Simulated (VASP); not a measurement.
Input of a VASP 6.6.1 run:

Contents of INCAR:

```
PREC = Accurate
ENCUT = 750
EDIFF = 1E-6
ISMEAR = 0
SIGMA = 0.02
LREAL = F
LASPH = T
NELM = 120
ALGO = Normal
ISIF = 2
LWAVE = F
LCHARG = F
GGA = PE
NBANDS = 13
GGA_COMPAT = F
```

Contents of KPOINTS:

```
regular mesh
0
Gamma
  8 8 8
```

Contents of POSCAR:

```
Li2Se
1.0
    0.0000000000      3.0322296562      3.0322296562
    3.0322296562      0.0000000000      3.0322296562
    3.0322296562      3.0322296562      0.0000000000
Li Se
2 1
Direct
    0.2500000000      0.2500000000      0.2500000000
    0.7500000000      0.7500000000      0.7500000000
    0.0000000000      0.0000000000      0.0000000000
```

Potentials or basis: VASP PAW PBE potentials, release 64 (Li_sv, Se).

Launch:

```console
$ cat potpaw_PBE.64/Li_sv/POTCAR potpaw_PBE.64/Se/POTCAR > POTCAR
$ mpirun -np 1 vasp_std > vasp.out
```

(1) Predict the pressure.

(2) Predict the band gap on the k mesh.

## Answers

(1) -1.0 GPa.

(2) 3.00 eV (least direct gap 3.26 eV).
